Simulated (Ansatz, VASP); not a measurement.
Two plane-wave programs on Hf

The input INCAR:

```
SYSTEM = Hf
AGGAC = 1.0
AGGAX = 1.0
ALDAC = 0.0
ALDAX = 1.0
ALGO = Normal
EDIFF = 1E-7
ENCUT = 520
GGA = B5
ISIF = 2
ISMEAR = -1
LASPH = .TRUE.
LCHARG = .TRUE.
LELF = .TRUE.
LREAL = .FALSE.
LVHAR = .TRUE.
LWAVE = .FALSE.
NBANDS = 28
NELM = 100
PREC = Accurate
SIGMA = 0.1
```

The input KPOINTS:

```
k-points
0
G
  13 13 4
  0 0 0
```

POSCAR

```
Hf
1.0
    3.0927438369      0.0000000000      0.0000000000
   -1.5463719184      2.6783947302      0.0000000000
    0.0000000000      0.0000000000      9.8864934545
Hf
4
Direct
    0.0000000000      1.0000000000      0.0000000000
    0.0000000000      1.0000000000      0.5000000000
    0.3333333333      0.6666666667      0.2500000000
    0.6666666667      0.3333333333      0.7500000000
```

Input for Ansatz:

```yaml
crystal:
  lattice:
    - [3.0927438369, 0.0, 0.0]
    - [-1.5463719184, 2.6783947302, 0.0]
    - [0.0, 0.0, 9.8864934545]
  atoms:
    - { symbol: Hf, position: [0.0, 1.0, 0.0] }
    - { symbol: Hf, position: [0.0, 1.0, 0.5] }
    - { symbol: Hf, position: [0.3333333333, 0.6666666667, 0.25] }
    - { symbol: Hf, position: [0.6666666667, 0.3333333333, 0.75] }
hamiltonian:
  xc: blyp
  pseudopotentials:
    kind: paw
    azcp:
      Hf: "pseudopotentials/Hf.paw.azcp"
basis:
  ecutwfc: 420
  fft_grid_basis: typed
kpoints:
  mp_grid: { grid: [13, 13, 4], shift: [0, 0, 0] }
magnetization:
  spin_polarized: false
scf:
  occupations: { method: fermi_dirac, width: 0.1 }
  lower_state_search: "off"
output:
  stress: true
```

Alike in both runs: task single point; functional BLYP; k mesh 13 × 13 × 4; occupations fermi-dirac, width 0.1 eV; no spin polarisation.

```csv
,VASP,Ansatz
version,VASP 6.6.1,Ansatz 0.2.0
potentials or method,"VASP PAW PBE potentials, release 64 (Hf_pv), cutoff 520 eV","plane waves (420 eV) with PAW, scalar-relativistic"
valence electrons in the cell,40,104
```

|  | VASP | Ansatz | Ansatz less VASP |
| --- | --- | --- | --- |
| pressure (GPa) | 15.9 | 15.8 | -0.07 |
| traceless stress, the component that is largest in VASP (GPa) | 0.43 | 0.44 | +0.006 |

VASP's potentials were made for PBE, not for BLYP. VASP's potentials hold 40 valence electrons a cell and Ansatz's 104, so a difference there can come from the potentials and not from the codes.

Spin-orbit coupling is off throughout.
